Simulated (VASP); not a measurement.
Set up this calculation in VASP 6.6.1, as the native input.

```yaml
Task: single point
Functional: LDA
Potentials_or_basis: VASP PAW LDA potentials, release 64 (Sn_d, Se)
Cutoff: 500 eV
k_mesh: 9 × 9 × 9
Occupations: fermi-dirac, width 0.02 eV
Spin: no spin polarisation
Dipole_correction: no
Further_INCAR_settings: ALGO = Normal; EDIFF = 1e-06; NBANDS = 17
```

The structure of SnSe lies in POSCAR:

```
SnSe
1.0
   -0.0602000000      2.9799000000      2.9799000000
    2.9799000000     -0.0602000000      2.9799000000
    2.9799000000      2.9799000000     -0.0602000000
Sn Se
1 1
Direct
    0.0000000000      0.0000000000      0.0000000000
    0.5000000000      0.5000000000      0.5000000000
```

This cell differs from its parent crystal: equal xy, yz and zx shear strains of -2 %.

These files were run (other wordings do the same):

INCAR

```
SYSTEM = SnSe
  ALGO = Normal
  EDIFF = 1E-6
  ENCUT = 500
  GGA = CA
  GGA_COMPAT = .FALSE.
  ISIF = 2
  ISMEAR = -1
  LASPH = .TRUE.
  LCHARG = .TRUE.
  LELF = .TRUE.
  LREAL = .FALSE.
  LVHAR = .TRUE.
  LWAVE = .FALSE.
  NBANDS = 17
  NELM = 120
  PREC = Accurate
  SIGMA = 0.02
```

KPOINTS

```
k-points
0
G
  9 9 9
  0 0 0
```

Potentials or basis: VASP PAW LDA potentials, release 64 (Sn_d, Se).

The run is started by

```bash
$ cat potpaw_LDA.64/Sn_d/POTCAR potpaw_LDA.64/Se/POTCAR > POTCAR
$ mpirun -np 1 vasp_std > vasp.out
```

Results of the run:

The pressure is -3.2 GPa and the band gap on the k mesh is 0.38 eV, indirect (least direct gap 0.55 eV).

Caveat: the cell differs from its parent crystal (equal xy, yz and zx shear strains of -2 %); spin-orbit coupling is left out, which moves the levels of the heavy elements.

It took 47 s on 1 thread of Intel(R) Xeon(R) Platinum 8259CL CPU @ 2.50GHz (Skylake/Cascade Lake), with other jobs on the host, peak memory 0.2 GiB.
